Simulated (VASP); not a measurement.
BaCd3Sn2, 6 atoms in the cell. Symmetry: P6/mmm, No. 191, hexagonal system. The conventional cell has a = 6.580 Å, b = 6.580 Å, c = 4.752 Å, α = 90.00°, β = 90.00°, γ = 120.00°. Within 5.0 Å of Ba (site symmetry 6/mmm) lie 6 Sn at 3.80 Å and 12 Cd at 4.06 Å and 2 Ba at 4.75 Å. Within 4.1 Å of Cd (site symmetry mmm) lie 4 Sn at 3.04 Å and 4 Cd at 3.29 Å and 4 Ba at 4.06 Å. Sn (site symmetry -6m2) has 6 Cd at 3.04 Å and 3 Sn at 3.80 Å and 3 Ba at 3.80 Å within 4.0 Å. The cell was built from a structure type or drawn by symmetry, and may not be a known phase.

```yaml
Program: VASP 6.6.1
Task: single point
Functional: PBE
Potentials_or_basis: VASP PAW PBE potentials, release 64 (Ba_sv, Cd, Sn_d)
Cutoff: 520 eV
k_mesh: 3 × 3 × 4
Occupations: gaussian, width 0.1 eV
Spin: no spin polarisation
Dipole_correction: no
Further_INCAR_settings: ALGO = Fast; EDIFF = 1e-06; NBANDS = 46
```

Potentials or basis: VASP PAW PBE potentials, release 64 (Ba_sv, Cd, Sn_d).

Launch:

```sh
$ cat potpaw_PBE.64/Ba_sv/POTCAR potpaw_PBE.64/Cd/POTCAR potpaw_PBE.64/Sn_d/POTCAR > POTCAR
$ mpirun -np 1 vasp_std > vasp.out
```

Hardware: 1 thread of Intel(R) Xeon(R) 6975P-C (Granite Rapids), with other jobs on the host.

Q: Estimate the wall time of this run.

A: It took 110 s on 1 thread of Intel(R) Xeon(R) 6975P-C (Granite Rapids), with other jobs on the host, peak memory 0.33 GiB. Counts: scf iterations 23, k points 9.
